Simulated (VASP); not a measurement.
# Ir (Pm-3m) in VASP: further runs

Ir is run at these levels: revPBE; tasks: single point, relaxation of cell and atoms.

Everything below comes from runs of VASP 6.6.1. Logs are shortened: lines on timing, memory, paths and dates and some standing lists are left out, and cuts for length are marked.

### Step 1. The cell of the first run

The structure is cubic, space group Pm-3m (No. 221). Conventional cell: a = 2.581 Å, b = 2.581 Å, c = 2.581 Å, α = 90.00°, β = 90.00°, γ = 90.00°. Ir (site symmetry m-3m) has 6 Ir at 2.58 Å within 3.4 Å.

This isn't the form of Ir at room conditions, which is fcc.

### Step 2. Single point, revPBE

INCAR

```
PREC = Accurate
ENCUT = 500
EDIFF = 1E-6
ISMEAR = -1
SIGMA = 0.1
LREAL = False
LASPH = True
NELM = 120
ALGO = Normal
ISIF = 2
LWAVE = False
LCHARG = False
GGA = RE
NBANDS = 10
GGA_COMPAT = False
```

KPOINTS

```
Automatic mesh
0
Gamma
  13 13 13
```

POSCAR

```
Ir
1.0
    2.5813361944      0.0000000000      0.0000000000
    0.0000000000      2.5813361944      0.0000000000
    0.0000000000      0.0000000000      2.5813361944
Ir
1
Direct
    0.0000000000      0.0000000000      0.0000000000
```

Potentials or basis: VASP PAW PBE potentials, release 64 (Ir).

Run with:

```sh
$ cat potpaw_PBE.64/Ir/POTCAR > POTCAR
$ mpirun -np 1 vasp_std > vasp.out
```

OUTCAR:

```text
PREC = Accurate
   ENCUT = 500
   EDIFF = 1E-6
   ISMEAR = -1
   LREAL = False
   LASPH = True
   NELM = 120
   ISIF = 2
   GGA = RE

 ion  position               nearest neighbor table
   1  0.000  0.000  0.000-

  LATTYP: Found a simple cubic cell.
 ALAT       =     2.5813361944

  Lattice vectors:

 A1 = (   2.5813361944,   0.0000000000,   0.0000000000)
 A2 = (   0.0000000000,   2.5813361944,   0.0000000000)
 A3 = (   0.0000000000,   0.0000000000,   2.5813361944)

Analysis of symmetry for initial positions (statically):
=====================================================================
 Subroutine PRICEL returns:
 Original cell was already a primitive cell.

 Routine SETGRP: Setting up the symmetry group for a
 simple cubic supercell.

 Subroutine GETGRP returns: Found 48 space group operations
 (whereof 48 operations were pure point group operations)
 out of a pool of 48 trial point group operations.

The static configuration has the point symmetry O_h .

Analysis of symmetry for dynamics (positions and initial velocities):
=====================================================================
 Subroutine PRICEL returns:
 Original cell was already a primitive cell.

 Routine SETGRP: Setting up the symmetry group for a
 simple cubic supercell.

 Subroutine GETGRP returns: Found 48 space group operations
 (whereof 48 operations were pure point group operations)
 out of a pool of 48 trial point group operations.

The dynamic configuration has the point symmetry O_h .

 Subroutine INISYM returns: Found 48 space group operations
 (whereof 48 operations are pure point group operations),
 and found     1 'primitive' translations

----------------------------------------------------------------------------------------

                                     Primitive cell

  volume of cell :      17.2002

  direct lattice vectors                    reciprocal lattice vectors
     2.581336194  0.000000000  0.000000000     0.387396265  0.000000000  0.000000000
     0.000000000  2.581336194  0.000000000     0.000000000  0.387396265  0.000000000
     0.000000000  0.000000000  2.581336194     0.000000000  0.000000000  0.387396265

  length of vectors
     2.581336194  2.581336194  2.581336194     0.387396265  0.387396265  0.387396265

  position of ions in fractional coordinates (direct lattice)
     0.000000000  0.000000000  0.000000000

  ion indices of the primitive-cell ions
   primitive index   ion index
                 1           1

----------------------------------------------------------------------------------------

 KPOINTS: Automatic mesh

Automatic generation of k-mesh.
 Grid dimensions read from file:
 generate k-points for:   13   13   13

 Generating k-lattice:

  Cartesian coordinates                     Fractional coordinates (reciprocal lattice)
     0.029799713  0.000000000  0.000000000     0.076923077  0.000000000  0.000000000
     0.000000000  0.029799713  0.000000000     0.000000000  0.076923077  0.000000000
     0.000000000  0.000000000  0.029799713     0.000000000  0.000000000  0.076923077

  Length of vectors
     0.029799713  0.029799713  0.029799713

  Shift w.r.t. Gamma in fractional coordinates (k-lattice)
     0.000000000  0.000000000  0.000000000

 Subroutine IBZKPT returns following result:
 ===========================================

 Found     84 irreducible k-points:

 Following reciprocal coordinates:
            Coordinates               Weight
  0.000000  0.000000  0.000000      1.000000
  0.076923  0.000000  0.000000      6.000000
  0.153846  0.000000  0.000000      6.000000
  0.230769  0.000000  0.000000      6.000000
  0.307692  0.000000  0.000000      6.000000
  0.384615  0.000000  0.000000      6.000000
[... 16 lines left out ...]
  0.307692  0.307692  0.000000     12.000000
  0.384615  0.307692  0.000000     24.000000
 [... further k-points ...]
   k-points           NKPTS =     84   k-points in BZ     NKDIM =     84   number of bands    NBANDS=     10
   number of dos      NEDOS =    301   number of ions     NIONS =      1
   total plane-waves  NPLWV =   8000
   dimension x,y,z NGX =    20 NGY =   20 NGZ =   20
   dimension x,y,z NGXF=    40 NGYF=   40 NGZF=   40
   ions per type =               1
   NGX,Y,Z   is equivalent  to a cutoff of  12.88, 12.88, 12.88 a.u.
   NGXF,Y,Z  is equivalent  to a cutoff of  25.76, 25.76, 25.76 a.u.
 SYSTEM =  unknown system
   PREC   = accura    normal or accurate (medium, high low for compatibility)
   ISTART =      0    job   : 0-new  1-cont  2-samecut
   ICHARG =      2    charge: 1-file 2-atom 10-const
   ISPIN  =      1    spin polarized calculation?
   LNONCOLLINEAR =      F non collinear calculations
   LSORBIT =      F    spin-orbit coupling
   LASPH  =      T    aspherical Exc in radial PAW
   ENCUT  =  500.0 eV  36.75 Ry    6.06 a.u.   4.71  4.71  4.71*2*pi/ulx,y,z
   NELM   =    120;   NELMIN=  2; NELMDL= -5     # of ELM steps
   EDIFF  = 0.1E-05   stopping-criterion for ELM
   LREAL  =      F    real-space projection
   EDIFFG = 0.1E-04   stopping-criterion for IOM
   NSW    =      0    number of steps for IOM
   IBRION =     -1    ionic relax: 0-MD 1-quasi-New 2-CG
   NFREE  =      0    steps in history (QN), initial steepest desc. (CG)
   ISIF   =      2    stress and relaxation
   ISYM   =      2    0-nonsym 1-usesym 2-fastsym
   POTIM  = 0.5000    time-step for ionic-motion
   TEBEG  =    0.0;   TEEND  =   0.0 temperature during run
   PSTRESS=    0.0 pullay stress
   NELECT =       9.0000    total number of electrons
   NUPDOWN=      -1.0000    fix difference up-down
   EMIN   =  10.00;   EMAX   =-10.00  energy-range for DOS
   EFERMI =   0.00;   METHOD = LEGACY
   ISMEAR =    -1;   SIGMA  =   0.10  broadening in eV -4-tet -1-fermi 0-gaus
   EFERMI_NEDOS =   21; number of points for ismear=-14 and -15
   IALGO  =     38    algorithm
   IMIX   =      4    mixing-type and parameters
     AMIX     =   0.40;   BMIX     =  1.00
     AMIX_MAG =   1.60;   BMIX_MAG =  1.00
  volume/ion in A,a.u.               =      17.20       116.07
  Fermi-wavevector in a.u.,A,eV,Ry     =   1.319201  2.492929 23.678114  1.740292
  Thomas-Fermi vector in A             =   2.449116
   LORBIT       =      0    0 simple, 1 ext, 2 COOP (PROOUT), +10 PAW based schemes
   GGA     = RE    functional components
   LHFCALC =     F    Hartree Fock is set to
   AEXX    =    0.0000 exact exchange contribution
   IVDW    =     0    specifies the selected vdW correction
   LEPSILON=     F    determine dielectric tensor
   LRPA    =     F    only Hartree local field effects (RPA)
 non-spin polarized calculation
  energy-cutoff  :      500.00
  volume of cell :       17.20
 maximum number of plane-waves:       461
 NGX is ok and might be reduce to    20
   NGX =  9   NGY =  9   NGZ =  9

 number of electron       8.9999999 magnetization

 Free energy of the ion-electron system (eV)
  ---------------------------------------------------
  ext. energy  EPLUGINS =         0.00000000
  ---------------------------------------------------
  free energy    TOTEN  =        -7.37570382 eV

  energy without entropy =       -7.32010422  energy(sigma->0) =       -7.34790402

 E-fermi :   7.2834     XC(G=0): -12.6349

 val. band max:        7.2492614569   @ k =   0.2308   0.0769   0.0000
 cond. band min:       7.2836977918   @ k =   0.2308   0.2308   0.0000
 fundamental gap:      0.0344363349
 Fermi energy:         7.2833691756

 k-point     1 :       0.0000    0.0000    0.0000
  band No.  band energies     occupation
      1      -1.6437      2.00000
      2       1.5008      2.00000
      3       1.5008      2.00000
      4       8.5567      0.00001
      5       8.5567      0.00001
      6       8.5567      0.00001
      7      22.8260      0.00000
      8      22.8260      0.00000
      9      22.8260      0.00000
     10      28.6841      0.00000

 k-point     2 :       0.0769    0.0000    0.0000
  band No.  band energies     occupation
      1      -1.4642      2.00000
      2       1.5381      2.00000
      3       1.6738      2.00000
      4       8.3633      0.00004
      5       8.3633      0.00004
      6       8.5716      0.00001
      7      21.6735      0.00000
      8      23.1621      0.00000
      9      23.1621      0.00000
     10      29.4037      0.00000

 k-point     3 :       0.1538    0.0000    0.0000
  band No.  band energies     occupation
      1      -0.9778      2.00000
      2       1.6431      2.00000
      3       2.2057      2.00000
      4       7.8631      0.00605
      5       7.8631      0.00605
      6       8.6130      0.00000
      7      19.5121      0.00000
      8      24.0756      0.00000
      9      24.0756      0.00000
     10      28.4756      0.00000

 k-point     4 :       0.2308    0.0000    0.0000
  band No.  band energies     occupation
      1      -0.3202      2.00000
      2       1.7955      2.00000
      3       3.1075      2.00000
      4       7.2296      1.26260
      5       7.2296      1.26260
      6       8.6719      0.00000
      7      17.3392      0.00000
      8      25.3544      0.00000
      9      25.3544      0.00000
     10      26.7067      0.00000

 k-point     5 :       0.3077    0.0000    0.0000
  band No.  band energies     occupation
      1       0.3523      2.00000
      2       1.9635      2.00000
      3       4.3017      2.00000
      4       6.6268      1.99719
      5       6.6268      1.99719
      6       8.7352      0.00000
      7      15.4486      0.00000
      8      25.2586      0.00000
      9      26.7739      0.00000
     10      26.7739      0.00000

 k-point     6 :       0.3846    0.0000    0.0000
  band No.  band energies     occupation
      1       0.9095      2.00000
      2       2.1079      2.00000
      3       5.5337      2.00000
      4       6.1694      1.99997
      5       6.1694      1.99997
      6       8.7882      0.00000
      7      14.0042      0.00000
      8      24.2375      0.00000
      9      28.1081      0.00000
     10      28.1083      0.00000

 k-point     7 :       0.4615    0.0000    0.0000
  band No.  band energies     occupation
      1       1.2336      2.00000
      2       2.1917      2.00000
      3       5.9253      2.00000
      4       5.9253      2.00000
      5       6.3674      1.99979
      6       8.8183      0.00000
      7      13.1867      0.00000
      8      23.7096      0.00000
      9      27.4703      0.00000
     10      29.0168      0.00000

 k-point     8 :       0.0769    0.0769    0.0000
  band No.  band energies     occupation
      1      -1.2831      2.00000
      2       1.6443      2.00000
      3       1.7760      2.00000
      4       8.1620      0.00031
      5       8.3446      0.00005
      6       8.4148      0.00002
      7      21.7434      0.00000
      8      22.2507      0.00000
      9      23.4997      0.00000
     10      29.7508      0.00000

 k-point     9 :       0.1538    0.0769    0.0000
  band No.  band energies     occupation
      1      -0.7937      2.00000
      2       1.7773      2.00000
      3       2.2750      2.00000
      4       7.6467      0.05148
      5       7.8767      0.00528
      6       8.4315      0.00002
      7      19.7921      0.00000
      8      22.8473      0.00000
      9      24.4186      0.00000
     10      28.6103      0.00000
[... 118 lines left out ...]
 k-point    19 :       0.2308    0.2308    0.0000
  band No.  band energies     occupation
      1       0.8967      2.00000
      2       2.7911      2.00000
      3       3.8908      2.00000
      4       5.9986      1.99999
      5       7.2837      0.99836
      6       7.5310      0.15506
      7      18.9478      0.00000
      8      19.6312      0.00000
      9      26.9786      0.00000
     10      28.0112      0.00000

 k-point    20 :       0.3077    0.2308    0.0000
  band No.  band energies     occupation
      1       1.4078      2.00000
      2       2.9638      2.00000
      3       4.4806      2.00000
      4       6.2625      1.99993
      5       6.8063      1.98320
      6       7.5216      0.16901
      7      16.9974      0.00000
      8      20.5252      0.00000
      9      26.2562      0.00000
     10      29.4849      0.00000

 k-point    21 :       0.3846    0.2308    0.0000
  band No.  band energies     occupation
      1       1.8227      2.00000
      2       2.9365      2.00000
      3       4.4500      2.00000
      4       6.3731      1.99978
      5       7.5903      0.08879
      6       7.7471      0.01919
      7      15.0129      0.00000
      8      21.7304      0.00000
      9      25.3831      0.00000
     10      28.6076      0.00000

 k-point    22 :       0.4615    0.2308    0.0000
  band No.  band energies     occupation
      1       2.0911      2.00000
      2       2.8297      2.00000
      3       4.3788      2.00000
      4       6.1384      1.99998
      5       7.6325      0.05912
      6       9.3136      0.00000
      7      13.4025      0.00000
      8      23.0528      0.00000
      9      24.3880      0.00000
     10      26.9729      0.00000

 k-point    23 :       0.3077    0.3077    0.0000
  band No.  band energies     occupation
      1       1.7581      2.00000
      2       2.7468      2.00000
      3       5.6178      2.00000
      4       6.6104      1.99761
      5       6.8342      1.97783
      6       7.0299      1.85314
      7      16.9092      0.00000
      8      19.4378      0.00000
      9      25.7014      0.00000
     10      30.4211      0.00000

 k-point    24 :       0.3846    0.3077    0.0000
  band No.  band energies     occupation
      1       1.9759      2.00000
      2       2.4625      2.00000
      3       6.0655      1.99999
      4       6.4854      1.99932
      5       7.0317      1.85058
      6       8.2134      0.00018
      7      15.2848      0.00000
      8      20.0967      0.00000
      9      24.5882      0.00000
     10      28.8720      0.00000

 [... further k-points ...]
[... 5 lines left out ...]
  --------------------------------------------------------------------------------------
  -------------------------------------------------------------------------------------
  Total        0.0072369      0.0072369      0.0072369      0.0000000      0.0000000      0.0000000
  in kB        0.6741069      0.6741069      0.6741069      0.0000000      0.0000000      0.0000000
  external PRESSURE =       0.6741069 kB  Pullay stress =       0.0000000 kB

 VOLUME and BASIS-vectors are now :
 -----------------------------------------------------------------------------
  energy-cutoff  :      500.00
  volume of cell :       17.20
      direct lattice vectors                 reciprocal lattice vectors
     2.581336194  0.000000000  0.000000000     0.387396265  0.000000000  0.000000000
     0.000000000  2.581336194  0.000000000     0.000000000  0.387396265  0.000000000
     0.000000000  0.000000000  2.581336194     0.000000000  0.000000000  0.387396265

 POSITION                                       TOTAL-FORCE (eV/Angst)
 -----------------------------------------------------------------------------------
      0.00000      0.00000      0.00000         0.000000      0.000000      0.000000
 -----------------------------------------------------------------------------------
    total drift:                                0.000000      0.000000      0.000000

  FREE ENERGIE OF THE ION-ELECTRON SYSTEM (eV)
  ---------------------------------------------------
  free  energy   TOTEN  =        -7.3757038179 eV

  energy  without entropy=       -7.3201042228  energy(sigma->0) =       -7.34790402
```

It took 17 s on 1 thread of Intel Xeon 8259CL, shared host; peak memory 0.13 GiB.

What came out:

| Quantity | Value |
| --- | --- |
| Free energy | -7.3757 eV |
| Pressure | 0.1 GPa |
| Band gap on the k mesh | zero (an odd number of electrons rules out a gap without spin polarisation) |

Levels at points of the mesh, in eV from the Fermi level:
| k point | band 1 | band 2 | band 3 | band 4 | band 5 | band 6 | band 7 | band 8 |
| --- | --- | --- | --- | --- | --- | --- | --- | --- |
| (0.00, 0.00, 0.00) | -8.93 | -5.78 | -5.78 | 1.27 | 1.27 | 1.27 | 15.54 | 15.54 |

Caveat: the PAW data sets were made with another functional, which shifts forces and pressure a little; spin-orbit coupling is left out, which moves the levels of the heavy elements.

### Step 3. Relaxation of cell and atoms, revPBE

This run uses another cell than the first one, of 15.28 Å³/atom.

INCAR

```
SYSTEM = Ir
  PREC = Accurate
  ENCUT = 500
  EDIFF = 1E-7
  ISMEAR = -1
  SIGMA = 0.1
  LREAL = .FALSE.
  LASPH = .TRUE.
  NELM = 120
  ALGO = Normal
  ISIF = 3
  LWAVE = .FALSE.
  LCHARG = .FALSE.
  GGA = RE
  IBRION = 2
  NSW = 80
  EDIFFG = -0.01
  GGA_COMPAT = .FALSE.
  NELMIN = 4
```

KPOINTS

```
regular mesh
0
G
  13 13 13
  0 0 0
```

POSCAR

```
Ir
1.0
    2.4815209647      0.0000000000      0.0000000000
    0.0000000000      2.4815209647      0.0000000000
    0.0000000000      0.0000000000      2.4815209647
Ir
1
Direct
    0.0000000000      0.0000000000      0.0000000000
```

Potentials or basis: VASP PAW PBE potentials, release 64 (Ir).

Run with:

```sh
$ cat potpaw_PBE.64/Ir/POTCAR > POTCAR
$ mpirun -np 1 vasp_std > vasp.out
```

Run time: 33 s. Hardware: 1 thread of Intel Xeon 8259CL, shared host; peak memory 0.13 GiB.

The run converged. Its results:

- Free energy: -7.3745 eV
- Relaxed volume: 17.20 Å³/atom
- Relaxed cell: a = 2.582 Å, b = 2.582 Å, c = 2.582 Å, α = 90.00°, β = 90.00°, γ = 90.00°
- Space group after relaxing (to 0.1 Å): Pm-3m (No. 221)
- Pressure after relaxing: 0.0 GPa
- Band gap on the k mesh: zero (an odd number of electrons rules out a gap without spin polarisation)

Final structure:
```
Ir
1.0
     2.58154    0.00000    0.00000
     0.00000    2.58154    0.00000
     0.00000    0.00000    2.58154
Ir
1
Direct
  0.00000 0.00000 0.00000
```

Levels at points of the mesh, in eV from the Fermi level:
```csv
k point,band 1,band 2,band 3,band 4,band 5,band 6,band 7,band 8
"(0.00, 0.00, 0.00)",-8.93,-5.78,-5.78,1.27,1.27,1.27,15.54,15.54
```

Caveat: the PAW data sets were made with another functional, which shifts forces and pressure a little; spin-orbit coupling is left out, which moves the levels of the heavy elements.
